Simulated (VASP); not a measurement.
CoO:

```xyz
2
Lattice="0.0000 2.1315 2.1315 2.1315 0.0000 2.1315 2.1315 2.1315 0.0000" Properties=species:S:1:pos:R:3 pbc="T T T"
Co    0.0000    0.0000    0.0000
O     2.1315    2.1315    2.1315
```

| Property | Result |
| --- | --- |
| Program | VASP 6.6.1 |
| Task | relaxation of cell and atoms |
| Functional | PBEsol |
| Dispersion | D3(BJ) |
| Potentials or basis | VASP PAW PBE potentials, release 64 (Co, O) |
| Cutoff | 600 eV |
| k mesh | 11 × 11 × 11 |
| Occupations | fermi-dirac, width 0.05 eV |
| Spin | collinear spin, ferromagnetic start |
| Starting moments | [2.0, 0.0] μB |

At the start: pressure -15.4 GPa; volume 9.68 Å³/atom.

Task: Where does the relaxation end?

Result: Over 8 steps the energy falls by 8.6 meV/atom and the volume is 8.76 Å³/atom (-9.5 %); space group Fm-3m (No. 225, to 0.05 Å); moment 2.47 μB per cell.

Step by step:
| step | energy change (eV) | largest force (eV/Å) | pressure (GPa) | volume (Å³) |
| --- | --- | --- | --- | --- |
| 1 | 0.0000 | 0.0000 | -15.36 | 19.37 |
| 2 | -0.0042 | 0.0000 | 7.29 | 16.88 |
| 3 | -0.0048 | 0.0000 | -5.80 | 18.29 |
| 4 | -0.0169 | 0.0000 | -0.72 | 17.63 |
| 5 | -0.0172 | 0.0000 | -0.51 | 17.55 |
| 6 | -0.0167 | 0.0000 | 1.16 | 17.37 |
| 7 | -0.0172 | 0.0000 | 0.20 | 17.49 |
| 8 | -0.0172 | 0.0000 | 0.02 | 17.52 |

Final structure:
```yaml
crystal:
  lattice:
    - [0.00000, 2.06137, 2.06137]
    - [2.06137, 0.00000, 2.06137]
    - [2.06137, 2.06137, 0.00000]
  atoms:
    - { symbol: Co, position: [0.00000, 0.00000, 0.00000] }
    - { symbol: O, position: [0.50000, 0.50000, 0.50000] }
```

Caveat: the PAW data sets were made with another functional, which shifts forces and pressure a little; a cell with one magnetic atom can't hold antiferromagnetic order, which such compounds often take; pairwise dispersion overbinds metals, which lowers pressure and volume.
